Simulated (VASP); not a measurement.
Set up this calculation in VASP 6.6.1, as the native input.

| Property | Result |
| --- | --- |
| Task | single point |
| Functional | PBE |
| Dispersion | D3(BJ) |
| Potentials or basis | VASP PAW PBE potentials, release 64 (B, N) |
| Cutoff | 520 eV |
| k mesh | 12 × 12 × 12 |
| Occupations | gaussian, width 0.05 eV |
| Spin | no spin polarisation |
| Dipole correction | no |
| Further INCAR settings | ALGO = Normal; EDIFF = 1e-07; NBANDS = 11 |

The structure of BN lies in POSCAR:

```
BN
1.0
    0.0000000000      3.3394821895      2.1688319106
    1.2538424675      0.0000000000      2.1688319106
    1.2538424675      3.3394821895      0.0000000000
B N
1 1
Direct
    0.0001068737      0.0001068737      0.9998931263
    0.6896470006      0.6896470006      0.3103529994
```

This cell differs from its parent crystal: all N atoms moved +0.100 Å, as atom 2 along Cartesian [0 0 1].

The input as run:

INCAR

```
SYSTEM = BN
PREC = Accurate
ENCUT = 520
EDIFF = 1E-7
ISMEAR = 0
SIGMA = 0.05
LREAL = .FALSE.
LASPH = .TRUE.
NELM = 80
ALGO = Normal
ISIF = 2
LWAVE = .FALSE.
LCHARG = .FALSE.
GGA = PE
IVDW = 12
NBANDS = 11
```

KPOINTS

```
regular mesh
0
G
  12 12 12
  0 0 0
```

Potentials or basis: VASP PAW PBE potentials, release 64 (B, N).

Command:

```bash
$ cat potpaw_PBE.64/B/POTCAR potpaw_PBE.64/N/POTCAR > POTCAR
$ mpirun -np 1 vasp_std > vasp.out
```

Results of the run:

| Property | Result |
| --- | --- |
| Pressure | 4.3 GPa |
| Largest force | 4.804 eV/Å |
| Band gap on the k mesh | 2.91 eV, indirect (least direct gap 4.21 eV) |
| Dispersion energy per atom | -0.140 eV |

Caveat: the cell differs from its parent crystal (all N atoms moved +0.100 Å, as atom 2 along Cartesian [0 0 1]); forces of over 1 eV/Å act on the atoms, so gaps and moduli don't describe the material at rest.

It took 41 s on 1 thread of AMD EPYC 9R45 96-Core Processor (Zen 5) (shared host), peak memory 0.16 GiB.
